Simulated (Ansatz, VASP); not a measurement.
**Sc: VASP beside Ansatz**

INCAR

```
SYSTEM = Sc
ALGO = Fast
EDIFF = 1E-6
ENCUT = 520
GGA = PE
ISIF = 2
ISMEAR = 0
LASPH = .True.
LCHARG = .False.
LREAL = .False.
LWAVE = .False.
NBANDS = 18
NELM = 100
PREC = Accurate
SIGMA = 0.15
```

The input KPOINTS:

```
k-points
0
Gamma
  15 15 10
  0 0 0
```

File POSCAR:

```
Sc
1.0
    3.4302000000      0.0000000000      0.0000000000
   -1.7151000000      2.9706403401      0.0000000000
    0.0000000000      0.0000000000      5.5756000000
Sc
2
Direct
    0.3333333333      0.6666666667      0.2500000000
    0.6666666667      0.3333333333      0.7500000000
```

Input for Ansatz:

```yaml
crystal:
  lattice:
    - [3.4302, 0.0, 0.0]
    - [-1.7151, 2.9706403401, 0.0]
    - [0.0, 0.0, 5.5756]
  atoms:
    - { symbol: Sc, position: [0.3333333333, 0.6666666667, 0.25] }
    - { symbol: Sc, position: [0.6666666667, 0.3333333333, 0.75] }
basis:
  ecutwfc: 520.0
kpoints:
  mp_grid: { grid: [15, 15, 10] }
hamiltonian:
  xc: pbe
  pseudopotentials: { kind: paw }
scf:
  occupations: { method: gaussian, width: 0.15 }
output:
  forces: true
  stress: true
  eigenvalues: true
```

Alike in both runs: task single point; functional PBE; k mesh 15 × 15 × 10; occupations gaussian, width 0.15 eV; no spin polarisation.

|  | VASP | Ansatz |
| --- | --- | --- |
| version | VASP 6.6.1 | Ansatz 0.2.0 |
| potentials or method | VASP PAW PBE potentials, release 64 (Sc_sv), cutoff 520 eV | scalar-relativistic, plane waves, PAW |
| valence electrons in the cell | 22 | 22 |

```csv
,VASP,Ansatz,Ansatz less VASP
gap on the k mesh at the Fermi level (eV),none,none,-
pressure (GPa),-5.9,-5.9,-0.03
"traceless stress, the component that is largest in VASP (GPa)",-1.33,-1.33,0.000
```

A gap of «none» marks a metal or a gap that the smearing closes.
